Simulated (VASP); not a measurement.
# Os12F (a cell with a defect) in VASP: notebook

Runs on Os12F (a cell with a defect). Level: PBEsol. Tasks: single point.

All numbers are computed with VASP 6.6.1; they aren't measurements. Logs are shortened: lines on timing, memory, paths and dates and some standing lists are left out, and cuts for length are marked.

## 1. The cell of the first run

The cell holds a defect, 13 atoms: a = 5.480 Å, b = 8.220 Å, c = 4.326 Å, α = 90.00°, β = 90.00°, γ = 120.00°.

## 2. Single point, PBEsol

INCAR

```
SYSTEM = Os12F
ALGO = Normal ; EDIFF = 1E-6
ENCUT = 520 ; GGA = PS
GGA_COMPAT = .FALSE. ; ISIF = 2
ISMEAR = -1 ; LASPH = .TRUE.
LCHARG = .TRUE. ; LELF = .TRUE.
LREAL = .FALSE. ; LVHAR = .TRUE.
LWAVE = .FALSE. ; NBANDS = 112
NELM = 120 ; PREC = Accurate
SIGMA = 0.15
```

KPOINTS

```
k-points
0
G
  2 2 3
  0 0 0
```

POSCAR

```
Os12F
1.0
    5.4800000000      0.0000000000      0.0000000000
   -4.1100000000      7.1187290000      0.0000000000
    0.0000000000      0.0000000000      4.3264600000
Os F
12 1
Direct
    0.0043976969      0.0086724936     -0.0296118361
    0.1547106286      0.2187821423      0.4846028112
    0.0079833275      0.3397834982     -0.0057482020
    0.1689735463      0.5601229455      0.4795010130
    0.0080908438      0.6652440749     -0.0431563250
    0.2193499294      0.9173800449      0.5128507454
    0.5096182245      0.0068487677     -0.0001453461
    0.6840264953      0.2236665013      0.4824547124
    0.4951930580      0.3280824607      0.0093949322
    0.6296011558      0.5083332953      0.5248761322
    0.4865342104      0.6629304331     -0.0395419971
    0.6471991610      0.9062826743      0.5111347676
    0.8270390225      0.7630079682      0.3731632923
```

Potentials or basis: VASP PAW PBE potentials, release 64 (Os_sv_GW, F).

Command:

```sh
$ cat potpaw_PBE.64/Os_sv_GW/POTCAR potpaw_PBE.64/F/POTCAR > POTCAR
$ mpirun -np 1 vasp_std > vasp.out
```

OUTCAR:

```text
SYSTEM = Os12F
   EDIFF = 1E-6
   ENCUT = 520
   GGA = PS
   ISIF = 2
   ISMEAR = -1
   LASPH = .TRUE.
   LREAL = .FALSE.
   NELM = 120
   PREC = Accurate

 ion  position               nearest neighbor table
   1  0.004  0.009  0.970-  13 2.47   2 2.58   6 2.60  12 2.62   9 2.66   2 2.68   7 2.71   3 2.71
                             7 2.78   5 2.83  11 2.84   6 2.89  12 2.89
   2  0.155  0.219  0.485-  10 2.50   1 2.58   8 2.60   9 2.62   3 2.63   6 2.68   1 2.68  12 2.68
                             3 2.70   4 2.77   9 2.79   8 2.88
   3  0.008  0.340  0.994-   8 2.61   4 2.62   2 2.63  11 2.64   5 2.68   8 2.70   2 2.70   1 2.71
                             9 2.72   4 2.72   7 2.73   9 2.76
   4  0.169  0.560  0.480-   5 2.56  11 2.57   3 2.62  11 2.70   8 2.71   5 2.72   3 2.72  12 2.74
                             2 2.77  10 2.77  10 2.77   6 2.81
   5  0.008  0.665  0.957-  13 2.38   4 2.56  10 2.60  11 2.63   6 2.63   3 2.68   4 2.72   7 2.78
                             9 2.80   1 2.83  11 2.85   6 3.00  10 3.05
   6  0.219  0.917  0.513-  13 1.97  12 2.39   7 2.52   8 2.54   1 2.60   7 2.61   5 2.63   2 2.68
                             4 2.81   1 2.89   5 3.00  12 3.09  10 3.30
   7  0.510  0.007  1.000-   6 2.52  12 2.52   8 2.60  12 2.60   6 2.61   9 2.68   1 2.71   8 2.72
                             3 2.73  11 2.77   1 2.78   5 2.78
   8  0.684  0.224  0.482-  10 2.51  12 2.52   6 2.54   7 2.60   2 2.60   3 2.61   9 2.62   3 2.70
                             4 2.71   7 2.72   9 2.81   2 2.88
   9  0.495  0.328  0.009-  10 2.46  10 2.57   2 2.62   8 2.62   1 2.66   7 2.68   3 2.72   3 2.76
                            11 2.78   2 2.79   5 2.80   8 2.81
  10  0.630  0.508  0.525-  13 1.93   9 2.46   2 2.50   8 2.51   9 2.57  11 2.60   5 2.60   4 2.77
                             4 2.77  11 3.03   5 3.05  12 3.22   6 3.30
  11  0.487  0.663  0.960-  13 2.41   4 2.57  10 2.60  12 2.61   5 2.63   3 2.64   4 2.70   7 2.77
                             9 2.78   1 2.84   5 2.85  12 2.95  10 3.03
  12  0.647  0.906  0.511-  13 1.97   6 2.39   8 2.52   7 2.52   7 2.60  11 2.61   1 2.62   2 2.68
                             4 2.74   1 2.89  11 2.95   6 3.09  10 3.22
  13  0.827  0.763  0.373-  10 1.93   6 1.97  12 1.97   5 2.38  11 2.41   1 2.47

  LATTYP: Found a simple monoclinic cell.
 ALAT       =     5.4800000000
 B/A-ratio  =     0.7895000000
 C/A-ratio  =     1.3228756879
 COS(beta)  =    -0.1889822319

  Lattice vectors:

 A1 = (   5.4800000000,   0.0000000000,   0.0000000000)
 A2 = (   0.0000000000,   0.0000000000,   4.3264600000)
 A3 = (  -1.3700000000,  -7.1187290000,   0.0000000000)

Analysis of symmetry for initial positions (statically):
=====================================================================
 Subroutine PRICEL returns:
 Original cell was already a primitive cell.

 Routine SETGRP: Setting up the symmetry group for a
 simple monoclinic supercell.

 Subroutine GETGRP returns: Found  1 space group operations
 (whereof  1 operations were pure point group operations)
 out of a pool of  4 trial point group operations.

The static configuration has the point symmetry C_1 .

Analysis of symmetry for dynamics (positions and initial velocities):
=====================================================================
 Subroutine PRICEL returns:
 Original cell was already a primitive cell.

 Routine SETGRP: Setting up the symmetry group for a
 simple monoclinic supercell.

 Subroutine GETGRP returns: Found  1 space group operations
 (whereof  1 operations were pure point group operations)
 out of a pool of  4 trial point group operations.

The dynamic configuration has the point symmetry C_1 .

 Subroutine INISYM returns: Found  1 space group operations
 (whereof  1 operations are pure point group operations),
 and found     1 'primitive' translations

----------------------------------------------------------------------------------------

                                     Primitive cell

  volume of cell :     168.7780

  direct lattice vectors                    reciprocal lattice vectors
     5.480000000  0.000000000  0.000000000     0.182481752  0.105355886  0.000000000
[... 34 lines left out ...]
                12          12
                13          13

----------------------------------------------------------------------------------------

 KPOINTS: k-points

Automatic generation of k-mesh.
 Grid dimensions read from file:
 generate k-points for:    2    2    3

 Generating k-lattice:

  Cartesian coordinates                     Fractional coordinates (reciprocal lattice)
     0.091240876  0.052677943  0.000000000     0.500000000  0.000000000  0.000000000
     0.000000000  0.070237257  0.000000000     0.000000000  0.500000000  0.000000000
     0.000000000  0.000000000  0.077045283     0.000000000  0.000000000  0.333333333

  Length of vectors
     0.105355888  0.070237257  0.077045283

  Shift w.r.t. Gamma in fractional coordinates (k-lattice)
     0.000000000  0.000000000  0.000000000

 Subroutine IBZKPT returns following result:
 ===========================================

 Found      8 irreducible k-points:

 Following reciprocal coordinates:
            Coordinates               Weight
  0.000000  0.000000  0.000000      1.000000
  0.500000  0.000000  0.000000      1.000000
  0.000000  0.500000  0.000000      1.000000
  0.500000  0.500000  0.000000      1.000000
  0.000000  0.000000  0.333333      2.000000
  0.500000  0.000000  0.333333      2.000000
  0.000000  0.500000  0.333333      2.000000
  0.500000  0.500000  0.333333      2.000000
   k-points           NKPTS =      8   k-points in BZ     NKDIM =      8   number of bands    NBANDS=    112
   number of dos      NEDOS =    301   number of ions     NIONS =     13
   total plane-waves  NPLWV =  86016
   dimension x,y,z NGX =    42 NGY =   64 NGZ =   32
   dimension x,y,z NGXF=    84 NGYF=  128 NGZF=   64
   ions per type =              12   1
   NGX,Y,Z   is equivalent  to a cutoff of  12.74, 12.94, 12.30 a.u.
   NGXF,Y,Z  is equivalent  to a cutoff of  25.48, 25.89, 24.59 a.u.
 SYSTEM =  Os12F
   PREC   = accura    normal or accurate (medium, high low for compatibility)
   ISTART =      0    job   : 0-new  1-cont  2-samecut
   ICHARG =      2    charge: 1-file 2-atom 10-const
   ISPIN  =      1    spin polarized calculation?
   LNONCOLLINEAR =      F non collinear calculations
   LSORBIT =      F    spin-orbit coupling
   LASPH  =      T    aspherical Exc in radial PAW
   ENCUT  =  520.0 eV  38.22 Ry    6.18 a.u.  10.19 15.28  8.04*2*pi/ulx,y,z
   NELM   =    120;   NELMIN=  2; NELMDL= -5     # of ELM steps
   EDIFF  = 0.1E-05   stopping-criterion for ELM
   LREAL  =      F    real-space projection
[... 7 lines left out ...]
   TEBEG  =    0.0;   TEEND  =   0.0 temperature during run
   PSTRESS=    0.0 pullay stress
   NELECT =     199.0000    total number of electrons
   NUPDOWN=      -1.0000    fix difference up-down
   EMIN   =  10.00;   EMAX   =-10.00  energy-range for DOS
   EFERMI =   0.00;   METHOD = LEGACY
   ISMEAR =    -1;   SIGMA  =   0.15  broadening in eV -4-tet -1-fermi 0-gaus
   EFERMI_NEDOS =   21; number of points for ismear=-14 and -15
   IALGO  =     38    algorithm
   IMIX   =      4    mixing-type and parameters
     AMIX     =   0.40;   BMIX     =  1.00
     AMIX_MAG =   1.60;   BMIX_MAG =  1.00
  volume/ion in A,a.u.               =      12.98        87.61
  Fermi-wavevector in a.u.,A,eV,Ry     =   1.729500  3.268281 40.697352  2.991171
  Thomas-Fermi vector in A             =   2.804234
   LORBIT       =      0    0 simple, 1 ext, 2 COOP (PROOUT), +10 PAW based schemes
   GGA     = PS    functional components
   LHFCALC =     F    Hartree Fock is set to
   AEXX    =    0.0000 exact exchange contribution
   IVDW    =     0    specifies the selected vdW correction
   LEPSILON=     F    determine dielectric tensor
   LRPA    =     F    only Hartree local field effects (RPA)
 non-spin polarized calculation
  energy-cutoff  :      520.00
  volume of cell :      168.78
 maximum number of plane-waves:      4560
 NGX is ok and might be reduce to    42
   NGX = 21   NGY = 31   NGZ = 17

 number of electron     199.0000001 magnetization

 Free energy of the ion-electron system (eV)
  ---------------------------------------------------
  ext. energy  EPLUGINS =         0.00000000
  ---------------------------------------------------
  free energy    TOTEN  =      -157.17230001 eV

  energy without entropy =     -156.54732259  energy(sigma->0) =     -156.85981130

 E-fermi :  14.1950     XC(G=0): -14.8626

 val. band max:       14.1855714225   @ k =   0.5000   0.0000   0.3333
 cond. band min:      14.2152381040   @ k =   0.0000   0.5000   0.3333
 fundamental gap:      0.0296666815
 Fermi energy:        14.1949794297

 k-point     1 :       0.0000    0.0000    0.0000
  band No.  band energies     occupation
      1     -72.7842      2.00000
      2     -72.7382      2.00000
      3     -72.6831      2.00000
      4     -72.5851      2.00000
      5     -72.5518      2.00000
      6     -72.5281      2.00000
[... 901 lines left out ...]
    110      16.1833      0.00000
    111      16.2838      0.00000
 [bands above 111 left out]

------------------------ aborting loop because EDIFF is reached ----------------------------------------

  FORCE on cell =-STRESS in cart. coord.  units (eV):
  Direction    XX          YY          ZZ          XY          YZ          ZX
  --------------------------------------------------------------------------------------
  -------------------------------------------------------------------------------------
  Total       23.5597098     29.5277923     23.8599195      0.4689731     -0.6710137     -0.2606420
  in kB      223.6478909    280.3017754    226.4977250      4.4518731     -6.3698063     -2.4742258
  external PRESSURE =     243.4824637 kB  Pullay stress =       0.0000000 kB

 VOLUME and BASIS-vectors are now :
 -----------------------------------------------------------------------------
  energy-cutoff  :      520.00
  volume of cell :      168.78
      direct lattice vectors                 reciprocal lattice vectors
     5.480000000  0.000000000  0.000000000     0.182481752  0.105355886  0.000000000
    -4.110000000  7.118729000  0.000000000     0.000000000  0.140474514  0.000000000
     0.000000000  0.000000000  4.326460000     0.000000000  0.000000000  0.231135848

 POSITION                                       TOTAL-FORCE (eV/Angst)
 -----------------------------------------------------------------------------------
     -0.01154      0.06174      4.19835         0.037659     -0.053534      0.023390
     -0.05138      1.55745      2.09661        -0.005219     -0.054151      0.018505
     -1.35276      2.41883      4.30159        -0.028023     -0.004966      0.013543
     -1.37613      3.98736      2.07454         0.014649      0.007177      0.002692
     -2.68982      4.73569      4.13975         0.024260      0.001380     -0.002435
     -2.56839      6.53058      2.21883         0.027248      0.086542     -0.005435
      2.76456      0.04875      4.32583        -0.035991      0.005073      0.025696
      2.82920      1.59222      2.08732        -0.001319     -0.036716     -0.017722
      1.36524      2.33553      0.04065         0.029397     -0.030948      0.014719
      1.36096      3.61869      2.27086        -0.059091     -0.132490      0.017435
     -0.05844      4.71922      4.15538         0.029003      0.071778      0.057392
     -0.17817      6.45158      2.21140        -0.036398      0.092538     -0.019917
      1.39621      5.43165      1.61448         0.003828      0.048315     -0.127862
 -----------------------------------------------------------------------------------
    total drift:                               -0.000143     -0.000384     -0.000004

  FREE ENERGIE OF THE ION-ELECTRON SYSTEM (eV)
  ---------------------------------------------------
  free  energy   TOTEN  =      -157.1723000065 eV

  energy  without entropy=     -156.5473225871  energy(sigma->0) =     -156.85981130
```

Run time: 3.6 min. Hardware: 1 thread of Intel Xeon Platinum 8559C (Emerald Rapids), shared host; peak memory 0.33 GiB.

Results:

```yaml
Free_energy: -157.1723 eV
Pressure: 24.3 GPa
Largest_force: 0.146 eV/Å
Band_gap_on_the_k_mesh: zero (an odd number of electrons rules out a gap without spin polarisation)
```

Forces in eV/Å, atoms in the order of the input:
```
Os   0.038 -0.054  0.023
Os  -0.005 -0.054  0.019
Os  -0.028 -0.005  0.014
Os   0.015  0.007  0.003
Os   0.024  0.001 -0.002
Os   0.027  0.087 -0.005
Os  -0.036  0.005  0.026
Os  -0.001 -0.037 -0.018
Os   0.029 -0.031  0.015
Os  -0.059 -0.132  0.017
Os   0.029  0.072  0.057
Os  -0.036  0.093 -0.020
F    0.004  0.048 -0.128
```

Stress tensor (GPa, compression positive):
```
22.36  0.45 -0.25
 0.45 28.03 -0.64
-0.25 -0.64 22.65
```

Caveat: the k points lie up to 0.58 Å⁻¹ apart, too coarse for converged energies and pressures of a metal; the PAW data sets were made with another functional, which shifts forces and pressure a little; spin-orbit coupling is left out, which moves the levels of the heavy elements.

## 3. Single point, PBEsol

INCAR

```
SYSTEM = Os12F
PREC = Accurate
ENCUT = 520
EDIFF = 1E-6
ISMEAR = -1
SIGMA = 0.15
LREAL = .FALSE.
LASPH = .TRUE.
NELM = 120
ALGO = Normal
ISIF = 2
LWAVE = .FALSE.
LCHARG = .TRUE.
GGA = PS
LELF = .TRUE.
LVHAR = .TRUE.
NBANDS = 112
GGA_COMPAT = .FALSE.
```

KPOINTS

```
Automatic mesh
0
G
  2 2 3
  0 0 0
```

POSCAR

```
Os12F
1.0
    5.4800000000      0.0000000000      0.0000000000
   -4.1100000000      7.1187290000      0.0000000000
    0.0000000000      0.0000000000      4.3264600000
Os F
12 1
Direct
    0.0241494981      0.0192309610     -0.0214725203
    0.1506751816      0.2124817506      0.4856857569
   -0.0175022345      0.3311405730     -0.0200857052
    0.1688950709      0.5649744498      0.4867027547
    0.0038078614      0.6708922337     -0.0721143845
    0.2210678328      0.9263872807      0.5312888597
    0.5201475814      0.0117296220      0.0055703739
    0.6951278340      0.2290998857      0.4847612136
    0.4971275324      0.3216444958      0.0179361418
    0.6191783051      0.5062280078      0.5267354835
    0.4749988390      0.6555945591     -0.0450946039
    0.6528805694      0.8970281071      0.5119427893
    0.8782417659      0.7599671233      0.3207703296
```

Potentials or basis: VASP PAW PBE potentials, release 64 (Os_sv_GW, F).

Command:

```sh
$ cat potpaw_PBE.64/Os_sv_GW/POTCAR potpaw_PBE.64/F/POTCAR > POTCAR
$ mpirun -np 1 vasp_std > vasp.out
```

OUTCAR:

```text
SYSTEM = Os12F
   PREC = Accurate
   ENCUT = 520
   EDIFF = 1E-6
   ISMEAR = -1
   LREAL = .FALSE.
   LASPH = .TRUE.
   NELM = 120
   ISIF = 2
   GGA = PS

 ion  position               nearest neighbor table
   1  0.024  0.019  0.979-  13 2.38   6 2.51   2 2.54   9 2.55   2 2.59  12 2.68   3 2.69   7 2.73
                             7 2.75   5 2.82   6 2.88  12 2.90  11 3.00
   2  0.151  0.212  0.486-  10 2.50   1 2.54   8 2.57   6 2.57   1 2.59   9 2.61  12 2.67   3 2.70
                             3 2.74   9 2.83   4 2.85   8 2.92
   3  0.982  0.331  0.980-   8 2.54   8 2.58   7 2.58   9 2.63  11 2.69   1 2.69   2 2.70   4 2.71
                             2 2.74   5 2.75   4 2.75   9 2.86
   4  0.169  0.565  0.487-   5 2.45  11 2.49   8 2.68  12 2.69   3 2.71  11 2.72  10 2.75   3 2.75
                            10 2.81   6 2.85   2 2.85   5 2.87
   5  0.004  0.671  0.928-  13 2.10   4 2.45   6 2.50  10 2.54  11 2.65   3 2.75   1 2.82   7 2.84
                            11 2.84   9 2.85   4 2.87  10 3.18   6 3.18
[... 1128 lines left out ...]

  FORCE on cell =-STRESS in cart. coord.  units (eV):
  Direction    XX          YY          ZZ          XY          YZ          ZX
  --------------------------------------------------------------------------------------
  -------------------------------------------------------------------------------------
  Total       23.5251034     31.1981599     32.7156888      4.8757595      3.4731295      0.1924120
  in kB      223.3193788    296.1582607    310.5638769     46.2846677     32.9697651      1.8265305
  external PRESSURE =     276.6805054 kB  Pullay stress =       0.0000000 kB

 VOLUME and BASIS-vectors are now :
 -----------------------------------------------------------------------------
  energy-cutoff  :      520.00
  volume of cell :      168.78
      direct lattice vectors                 reciprocal lattice vectors
     5.480000000  0.000000000  0.000000000     0.182481752  0.105355886  0.000000000
    -4.110000000  7.118729000  0.000000000     0.000000000  0.140474514  0.000000000
     0.000000000  0.000000000  4.326460000     0.000000000  0.000000000  0.231135848

 POSITION                                       TOTAL-FORCE (eV/Angst)
 -----------------------------------------------------------------------------------
      0.05330      0.13690      4.23356        -1.526568     -1.242775     -0.047780
     -0.04760      1.51260      2.10130        -0.302701      1.232450     -0.117901
      4.02310      2.35730      4.23956         1.970900      1.842604      1.293064
     -1.39650      4.02190      2.10570         0.412737     -1.267280     -2.196090
     -2.73650      4.77590      4.01446         0.057371     -0.771540      1.280841
     -2.59600      6.59470      2.29860         2.887962      0.822211     -0.397805
      2.80220      0.08350      0.02410         0.249907     -1.329888      0.033877
      2.86770      1.63090      2.09730        -0.508044     -1.131705     -0.044789
      1.40230      2.28970      0.07760        -0.763461      1.287336     -0.732909
      1.31250      3.60370      2.27890        -0.287388      1.087820     -0.459791
     -0.09150      4.66700      4.13136         0.365913      0.588985      1.311219
     -0.10900      6.38570      2.21490        -0.404664      0.159684     -0.202531
      1.68930      5.41000      1.38780        -2.151965     -1.277903      0.280595
 -----------------------------------------------------------------------------------
    total drift:                                0.000192      0.000489     -0.000121

  FREE ENERGIE OF THE ION-ELECTRON SYSTEM (eV)
  ---------------------------------------------------
  free  energy   TOTEN  =      -156.0914516547 eV

  energy  without entropy=     -155.4137858898  energy(sigma->0) =     -155.75261877
```

stdout:

```text
POSCAR found type information on POSCAR OsF
 POSCAR found :  2 types and      13 ions
 scaLAPACK will be used
 -----------------------------------------------------------------------------
|                                                                             |
|                                                                             |
|     You enforced a specific xc type in the INCAR file but a different       |
|     I HOPE YOU KNOW WHAT YOU ARE DOING!                                     |
|                                                                             |
 -----------------------------------------------------------------------------

 LDA part: xc-table for (Slater+PW92), standard interpolation
 POSCAR, INCAR and KPOINTS ok, starting setup
 FFT: planning ... GRIDC
 FFT: planning ... GRID_SOFT
 FFT: planning ... GRID
 WAVECAR not read
 entering main loop
```

Run time: 2.7 min. Hardware: 1 thread of Intel Xeon 6975P-C (Granite Rapids), shared host; peak memory 0.34 GiB.

What came out:

| Item | Value |
| --- | --- |
| Free energy | -156.0915 eV |
| Pressure | 27.7 GPa |
| Largest force | 3.029 eV/Å |
| Band gap on the k mesh | zero (an odd number of electrons rules out a gap without spin polarisation) |

Forces on the atoms (eV/Å):
```
Os  -1.527 -1.243 -0.048
Os  -0.303  1.232 -0.118
Os   1.971  1.843  1.293
Os   0.413 -1.267 -2.196
Os   0.057 -0.772  1.281
Os   2.888  0.822 -0.398
Os   0.250 -1.330  0.034
Os  -0.508 -1.132 -0.045
Os  -0.763  1.287 -0.733
Os  -0.287  1.088 -0.460
Os   0.366  0.589  1.311
Os  -0.405  0.160 -0.203
F   -2.152 -1.278  0.281
```

Caveat: the k points lie up to 0.58 Å⁻¹ apart, too coarse for converged energies and pressures of a metal; the PAW data sets were made with another functional, which shifts forces and pressure a little; spin-orbit coupling is left out, which moves the levels of the heavy elements.

The gap in the log of VASP goes by the Fermi energy; the results here count the filled bands.